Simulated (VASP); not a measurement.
Input of a VASP 6.6.1 run:

File INCAR:

```
SYSTEM = HfSi
PREC     = Accurate       ! precision mode
ENCUT    = 600            ! plane-wave cutoff, eV
EDIFF    = 1E-6           ! SCF threshold, eV
ISMEAR   = 0              ! smearing method
SIGMA    = 0.1            ! smearing width, eV
LREAL    = .False.        ! projectors in reciprocal space
LASPH    = .True.         ! aspherical terms in the spheres
NELM     = 80             ! most SCF steps
ALGO     = Fast           ! electronic algorithm
ISIF     = 4              ! what is computed and relaxed
LWAVE    = .False.        ! write WAVECAR
LCHARG   = .False.        ! write CHGCAR
GGA      = PS             ! functional
IBRION   = 2              ! ionic algorithm
NSW      = 50             ! ionic steps
EDIFFG   = -0.01          ! ionic threshold
```

The input KPOINTS:

```
Automatic mesh
0
Gamma
  6 10 8
  0 0 0
```

The input POSCAR:

```
HfSi
1.0
    6.8893590110      0.0000000000      0.0000000000
    0.0000000000      3.7968664134      0.0000000000
    0.0000000000      0.0000000000      5.2532496764
Hf Si
4 4
Direct
    0.1755908221      0.2500000000      0.1264896848
    0.3244091779      0.7500000000      0.6264896848
    0.6755908221      0.2500000000      0.3735103152
    0.8244091779      0.7500000000      0.8735103152
    0.0430603597      0.2500000000      0.6402012504
    0.4569396403      0.7500000000      0.1402012504
    0.5430603597      0.2500000000      0.8597987496
    0.9569396403      0.7500000000      0.3597987496
```

Potentials or basis: VASP PAW PBE potentials, release 64 (Hf_pv, Si).

Command:

```bash
$ cat potpaw_PBE.64/Hf_pv/POTCAR potpaw_PBE.64/Si/POTCAR > POTCAR
$ mpirun -np 1 vasp_std > vasp.out
```

(1) Estimate the band gap on the k mesh.

## Answers

(1) zero (bands 28 and 29 overlap by 0.39 eV).

Caveat: spin-orbit coupling is left out, which moves the levels of the heavy elements.
